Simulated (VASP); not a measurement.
# H6C5O2 in VASP: further runs

The runs below take H6C5O2 through single point, with PBE.

Program: VASP 6.6.1. These are calculated values, not measurements. Logs are shortened: lines on timing, memory, paths and dates and some standing lists are left out, and cuts for length are marked.

## 1. The cell of the first run

The cell holds a disordered packing, 39 atoms: a = 8.750 Å, b = 8.750 Å, c = 8.750 Å, α = 90.00°, β = 90.00°, γ = 90.00°.

## 2. Single point, PBE

INCAR

```
ALGO = Normal
EDIFF = 1E-6
ENCUT = 520
GGA = PE
ISIF = 2
ISMEAR = -1
LASPH = True
LCHARG = True
LELF = True
LREAL = Auto
LVHAR = True
LWAVE = False
NBANDS = 82
NELM = 100
PREC = Accurate
SIGMA = 0.02
```

KPOINTS

```
k-points
0
Gamma
  1 1 1
```

POSCAR

```
H6C5O2
1.0
    8.7499050000      0.0000000000      0.0000000000
    0.0000000000      8.7499050000      0.0000000000
    0.0000000000      0.0000000000      8.7499050000
O C H
6 15 18
Direct
    0.6928075219      0.6106009151      0.8873239195
    0.4735479985      0.7577225124      0.8536435538
    0.9369244580      0.8477234896      1.0374284064
    1.0008337233      0.8376319514      0.7845113747
    0.1556474042     -0.1352014679      0.3846327474
    0.3153405666      0.0655778548      0.3531809774
    0.5557546053      0.6743501787      0.9278615025
    1.0121138458      0.7978258050      0.9165128079
    0.1883106159      0.0171087572      0.3434437288
    0.7334822492      0.1183327133      1.1024576838
    0.7284421945      0.1157955429      0.9633476021
    0.0769265495      0.2753172749      0.7105334286
    0.1100011943      0.1623217624      0.7829456434
    0.2327110980      0.3990100464      0.0530291472
    0.1792933752      0.3971128829      0.1792248030
    0.9073469941      0.6397098026      0.4394904859
    0.8581350312      0.5089769546      0.4550335118
    0.7993686789      0.9857592740      0.5359143899
    0.6871274602      1.0318169169      0.4710794003
    0.3556152895      0.6071494491      0.5495831098
    0.3676268485      0.4862109931      0.4821880923
    0.7147734747      0.6531385198      0.7883285590
    0.5262228561      0.6383840739      1.0443199098
    0.8639750946      0.9363873093      1.0210167996
    1.0907546996      0.7046933652      0.9599875656
    0.2492027056     -0.1849277221      0.4192502661
    0.0845037746      0.0713950609      0.3102547971
    0.7142363260      0.1003553753      0.8423520027
    0.7402823231      0.1301156984      1.2227675615
    0.1632589154      0.0602635114      0.8371062314
    0.0417947395      0.3864156239      0.6750701865
    0.1093840447      0.4251246156      0.2744715514
    0.2776487288      0.4137873497     -0.0620921027
    0.7987515293      0.4018215055      0.4626107369
    0.9407987858      0.7532424638      0.4222902992
    0.5928407223      1.0898746901      0.4193645531
    0.8867867708      0.9427073780      0.6082694612
    0.3894213709      0.3884727891      0.4110901776
    0.3522666818      0.7062362391      0.6279039601
```

Potentials or basis: VASP PAW PBE potentials, release 64 (O, C, H).

Run with:

```
cat potpaw_PBE.64/O/POTCAR potpaw_PBE.64/C/POTCAR potpaw_PBE.64/H/POTCAR > POTCAR
mpirun -np 1 vasp_gam > vasp.out
```

OUTCAR:

```text
EDIFF = 1E-6
   ENCUT = 520
   GGA = PE
   ISIF = 2
   ISMEAR = -1
   LASPH = True
   LREAL = Auto
   NELM = 100
   PREC = Accurate

 ion  position               nearest neighbor table
   1  0.693  0.611  0.887-  22 0.96   7 1.37
   2  0.474  0.758  0.854-   7 1.21
   3  0.937  0.848  0.037-  24 1.01   8 1.32
   4  0.001  0.838  0.785-   8 1.21
   5  0.156  0.865  0.385-  26 0.98   9 1.41
   6  0.315  0.066  0.353-   9 1.19
   7  0.556  0.674  0.928-  23 1.10   2 1.21   1 1.37
   8  0.012  0.798  0.917-  25 1.13   4 1.21   3 1.32
   9  0.188  0.017  0.343-  27 1.07   6 1.19   5 1.41
  10  0.733  0.118  0.102-  29 1.06  11 1.22
  11  0.728  0.116  0.963-  28 1.07  10 1.22
  12  0.077  0.275  0.711-  31 1.07  13 1.21
  13  0.110  0.162  0.783-  30 1.11  12 1.21
  14  0.233  0.399  0.053-  33 1.09  15 1.20
  15  0.179  0.397  0.179-  32 1.06  14 1.20
  16  0.907  0.640  0.439-  35 1.05  17 1.23
  17  0.858  0.509  0.455-  34 1.07  16 1.23
[... 8 lines left out ...]
  26  0.249  0.815  0.419-   5 0.98
  27  0.085  0.071  0.310-   9 1.07
[... 10 lines left out ...]
  38  0.389  0.388  0.411-  21 1.07
  39  0.352  0.706  0.628-  20 1.11

  LATTYP: Found a simple cubic cell.
 ALAT       =     8.7499050000

  Lattice vectors:

 A1 = (   8.7499050000,   0.0000000000,   0.0000000000)
 A2 = (   0.0000000000,   8.7499050000,   0.0000000000)
 A3 = (   0.0000000000,   0.0000000000,   8.7499050000)

Analysis of symmetry for initial positions (statically):
=====================================================================
 Subroutine PRICEL returns:
 Original cell was already a primitive cell.

 Routine SETGRP: Setting up the symmetry group for a
 simple cubic supercell.

 Subroutine GETGRP returns: Found  1 space group operations
 (whereof  1 operations were pure point group operations)
 out of a pool of 48 trial point group operations.

The static configuration has the point symmetry C_1 .

Analysis of symmetry for dynamics (positions and initial velocities):
=====================================================================
 Subroutine PRICEL returns:
 Original cell was already a primitive cell.

 Routine SETGRP: Setting up the symmetry group for a
 simple cubic supercell.

 Subroutine GETGRP returns: Found  1 space group operations
 (whereof  1 operations were pure point group operations)
 out of a pool of 48 trial point group operations.

[... 152 lines left out ...]
   EDIFFG = 0.1E-04   stopping-criterion for IOM
   NSW    =      0    number of steps for IOM
   IBRION =     -1    ionic relax: 0-MD 1-quasi-New 2-CG
   NFREE  =      0    steps in history (QN), initial steepest desc. (CG)
   ISIF   =      2    stress and relaxation
   ISYM   =      2    0-nonsym 1-usesym 2-fastsym
   POTIM  = 0.5000    time-step for ionic-motion
   TEBEG  =    0.0;   TEEND  =   0.0 temperature during run
   PSTRESS=    0.0 pullay stress
   NELECT =     114.0000    total number of electrons
   NUPDOWN=      -1.0000    fix difference up-down
   EMIN   =  10.00;   EMAX   =-10.00  energy-range for DOS
   EFERMI =   0.00;   METHOD = LEGACY
   ISMEAR =    -1;   SIGMA  =   0.02  broadening in eV -4-tet -1-fermi 0-gaus
   EFERMI_NEDOS =   21; number of points for ismear=-14 and -15
   IALGO  =     38    algorithm
   IMIX   =      4    mixing-type and parameters
     AMIX     =   0.40;   BMIX     =  1.00
     AMIX_MAG =   1.60;   BMIX_MAG =  1.00
  volume/ion in A,a.u.               =      17.18       115.92
  Fermi-wavevector in a.u.,A,eV,Ry     =   0.907207  1.714373 11.197931  0.823025
  Thomas-Fermi vector in A             =   2.030987
   LORBIT       =      0    0 simple, 1 ext, 2 COOP (PROOUT), +10 PAW based schemes
   GGA     = PE    functional components
   LHFCALC =     F    Hartree Fock is set to
   AEXX    =    0.0000 exact exchange contribution
   IVDW    =     0    specifies the selected vdW correction
   LEPSILON=     F    determine dielectric tensor
   LRPA    =     F    only Hartree local field effects (RPA)
 non-spin polarized calculation
  energy-cutoff  :      520.00
  volume of cell :      669.90
 maximum number of plane-waves:      8971
 NGX is ok and might be reduce to    70
   NGX = 33   NGY = 33   NGZ = 33

 number of electron     113.9999997 magnetization

 Free energy of the ion-electron system (eV)
  ---------------------------------------------------
  ext. energy  EPLUGINS =         0.00000000
  ---------------------------------------------------
  free energy    TOTEN  =      -227.53791311 eV

  energy without entropy =     -227.53791311  energy(sigma->0) =     -227.53791311

 E-fermi :  -3.5021     XC(G=0):  -5.8130

 val. band max:       -4.0293698756   @ k =   0.0000   0.0000   0.0000
 cond. band min:       0.8280427416   @ k =   0.0000   0.0000   0.0000
 fundamental gap:      4.8574126172
 Fermi energy:        -3.5021154034

 k-point     1 :       0.0000    0.0000    0.0000
  band No.  band energies     occupation
      1     -25.3911      2.00000
      2     -25.2294      2.00000
      3     -25.1657      2.00000
      4     -23.4311      2.00000
      5     -23.1988      2.00000
      6     -23.0534      2.00000
[... 61 lines left out ...]
     68       2.1634      0.00000
     69       2.2357      0.00000
 [bands above 69 left out]

------------------------ aborting loop because EDIFF is reached ----------------------------------------

  FORCE on cell =-STRESS in cart. coord.  units (eV):
  Direction    XX          YY          ZZ          XY          YZ          ZX
  --------------------------------------------------------------------------------------
  -------------------------------------------------------------------------------------
  Total        3.4945270     -2.8690740      4.1873572      1.1289093     -0.5715325      0.1614096
  in kB        8.3577423     -6.8618674     10.0147607      2.6999742     -1.3669150      0.3860378
  external PRESSURE =       3.8368785 kB  Pullay stress =       0.0000000 kB

 VOLUME and BASIS-vectors are now :
 -----------------------------------------------------------------------------
  energy-cutoff  :      520.00
  volume of cell :      669.90
      direct lattice vectors                 reciprocal lattice vectors
     8.749905000  0.000000000  0.000000000     0.114286955  0.000000000  0.000000000
     0.000000000  8.749905000  0.000000000     0.000000000  0.114286955  0.000000000
     0.000000000  0.000000000  8.749905000     0.000000000  0.000000000  0.114286955

 POSITION                                       TOTAL-FORCE (eV/Angst)
 -----------------------------------------------------------------------------------
      6.06200      5.34270      7.76400        -1.097482      0.413809      0.594440
      4.14350      6.63000      7.46930         0.281425      0.162603     -0.508688
      8.19800      7.41750      0.32750        -0.646556      0.789273      0.637464
      0.00729      7.32920      6.86440        -0.168074      0.260788     -0.782289
      1.36190      7.56691      3.36550        -0.566305      1.595205     -0.657806
      2.75920      0.57380      3.09030         1.343138      1.262533     -0.171251
[... 31 lines left out ...]
      3.40740      3.39910      3.59700        -0.222504     -0.034441      0.111575
      3.08230      6.17950      5.49410        -0.000363     -0.827791     -0.628484
 -----------------------------------------------------------------------------------
    total drift:                               -0.003253      0.003920      0.013949

  FREE ENERGIE OF THE ION-ELECTRON SYSTEM (eV)
  ---------------------------------------------------
  free  energy   TOTEN  =      -227.5379131083 eV

  energy  without entropy=     -227.5379131083  energy(sigma->0) =     -227.53791311
```

OSZICAR:

```text
N       E                     dE             d eps       ncg     rms          rms(c)
DAV:   1     0.877541612672E+03    0.87754E+03   -0.55876E+04   172   0.121E+03
DAV:   2    -0.128674876317E+03   -0.10062E+04   -0.96275E+03   208   0.280E+02
DAV:   3    -0.250435409941E+03   -0.12176E+03   -0.12071E+03   192   0.103E+02
DAV:   4    -0.253620623208E+03   -0.31852E+01   -0.31656E+01   200   0.192E+01
DAV:   5    -0.253702459254E+03   -0.81836E-01   -0.81778E-01   200   0.290E+00    0.282E+01
DAV:   6    -0.231124194167E+03    0.22578E+02   -0.48494E+01   174   0.213E+01    0.140E+01
DAV:   7    -0.227798960020E+03    0.33252E+01   -0.11017E+01   192   0.998E+00    0.652E+00
DAV:   8    -0.227554801851E+03    0.24416E+00   -0.11723E+00   216   0.358E+00    0.221E+00
DAV:   9    -0.227532793351E+03    0.22008E-01   -0.11784E-01   200   0.131E+00    0.550E-01
DAV:  10    -0.227537558243E+03   -0.47649E-02   -0.20550E-02   200   0.626E-01    0.275E-01
DAV:  11    -0.227538194497E+03   -0.63625E-03   -0.42928E-03   200   0.313E-01    0.133E-01
DAV:  12    -0.227538257165E+03   -0.62668E-04   -0.17349E-03   168   0.212E-01    0.587E-02
DAV:  13    -0.227538052200E+03    0.20497E-03   -0.92283E-04   216   0.145E-01    0.410E-02
DAV:  14    -0.227537948713E+03    0.10349E-03   -0.19588E-04   192   0.707E-02    0.265E-02
DAV:  15    -0.227537917060E+03    0.31653E-04   -0.10141E-04   208   0.442E-02    0.112E-02
DAV:  16    -0.227537914083E+03    0.29776E-05   -0.21904E-05   208   0.213E-02    0.607E-03
DAV:  17    -0.227537913108E+03    0.97431E-06   -0.35428E-06   192   0.950E-03
   1 F= -.22753791E+03 E0= -.22753791E+03  d E =-.398049E-11
```

Wall time 2.3 min (1 thread of Intel Xeon Platinum 8259CL at 2.50GHz (Skylake/Cascade Lake), shared host); peak memory 0.69 GiB.

Results:

| Quantity | Value |
| --- | --- |
| Free energy | -227.5379 eV |
| Pressure | 0.4 GPa |
| Largest force | 3.498 eV/Å |
| Band gap on the k mesh | 4.86 eV |

Forces in eV/Å, atoms in the order of the input:
```
O   -1.097  0.414  0.594
O    0.281  0.163 -0.509
O   -0.647  0.789  0.637
O   -0.168  0.261 -0.782
O   -0.566  1.595 -0.658
O    1.343  1.263 -0.171
C    0.234 -0.541  0.781
C    0.753 -1.372  1.074
C    0.076 -3.280  1.212
C   -0.078  0.276 -1.384
C   -0.227 -0.195  0.728
C   -0.145  0.079  0.497
C    1.130 -1.217  0.421
C    0.783  0.328 -1.647
C   -0.651  0.414  0.368
C   -1.351 -2.955  0.339
C    0.368  1.787 -0.292
C   -0.054 -0.002  0.273
C   -0.441  0.650 -0.212
C    0.083  0.243  0.621
C    0.250  0.598  0.029
H    0.492  0.163 -1.142
H    0.053 -0.193  0.254
H    0.460 -0.484 -0.238
H   -0.236  0.419 -0.511
H    0.345 -0.111  0.005
H   -0.947  0.725 -0.464
H    0.093  0.142 -0.057
H    0.111 -0.063  0.488
H   -0.772  1.132 -0.643
H   -0.101  0.156 -0.411
H   -0.064 -0.228  0.620
H   -0.115 -0.412  0.628
H    0.236 -0.030  0.089
H    0.561  0.829 -0.134
H   -0.299 -0.262 -0.095
H    0.530 -0.218  0.210
H   -0.223 -0.034  0.112
H    0.000 -0.828 -0.628
```

Levels at points of the mesh, in eV from the valence-band top:
```
           k point  band 53  band 54  band 55  band 56  band 57  band 58  band 59  band 60  band 61  band 62
(0.00, 0.00, 0.00)    -0.28    -0.21    -0.15    -0.08     0.00     4.86     4.95     5.18     5.36     5.58
```

Caveat: the k points lie up to 0.72 Å⁻¹ apart.

[end of part 1 of 3]
